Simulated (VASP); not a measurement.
SnSe2:

```
CELL_PARAMETERS angstrom
3.85457 0.00000 0.00000
-1.92728 3.33815 0.00000
0.00000 0.00000 6.10251
ATOMIC_POSITIONS crystal
Sn 0.00000 0.00000 0.00000
Se 0.33333 0.66667 0.25666
Se 0.66667 0.33333 0.74334
```

| Item | Value |
| --- | --- |
| Program | VASP 6.6.1 |
| Task | relaxation of cell and atoms |
| Functional | PBE |
| Dispersion | D3(BJ) |
| Potentials or basis | VASP PAW PBE potentials, release 64 (Sn_d, Se) |
| Cutoff | 600 eV |
| k mesh | 12 × 12 × 4 |
| Occupations | fermi-dirac, width 0.02 eV |
| Spin | no spin polarisation |

At the start: pressure 0.3 GPa; volume 26.17 Å³/atom.

Task: How do energy, volume and symmetry change on relaxing?

Result: Over 17 steps the energy falls by 3.7 meV/atom and the volume is 25.54 Å³/atom (-2.4 %); space group P-3m1 (No. 164, to 0.1 Å) before and after.

The path:
```tsv
step	energy change (eV)	largest force (eV/Å)	pressure (GPa)	volume (Å³)
1	0.0000	0.2648	0.27	78.52
2	-0.0052	0.0439	-0.57	79.02
3	-0.0052	0.0486	-0.54	79.01
4	-0.0074	0.0450	-0.07	78.18
5	-0.0074	0.0450	-0.02	78.07
6	-0.0074	0.0438	0.11	77.86
7	-0.0074	0.0444	-0.01	78.03
8	-0.0081	0.0452	0.04	77.88
9	-0.0096	0.0478	0.07	77.43
10	-0.0107	0.0522	0.23	76.51
11	-0.0109	0.0152	-0.13	76.69
12	-0.0109	0.0081	0.01	76.63
13	-0.0109	0.0066	0.00	76.64
14	-0.0109	0.0055	0.00	76.64
15	-0.0110	0.0025	0.01	76.63
16	-0.0110	0.0071	0.04	76.59
17	-0.0110	0.0020	0.00	76.61
```

Final structure:
```xyz
3
Lattice="3.8411 0.0000 0.0000 -1.9205 3.3265 0.0000 0.0000 0.0000 5.9958" Properties=species:S:1:pos:R:3 pbc="T T T"
Sn    0.0000    0.0000    0.0000
Se    0.0000    2.2177    1.5953
Se    1.9205    1.1088    4.4004
```
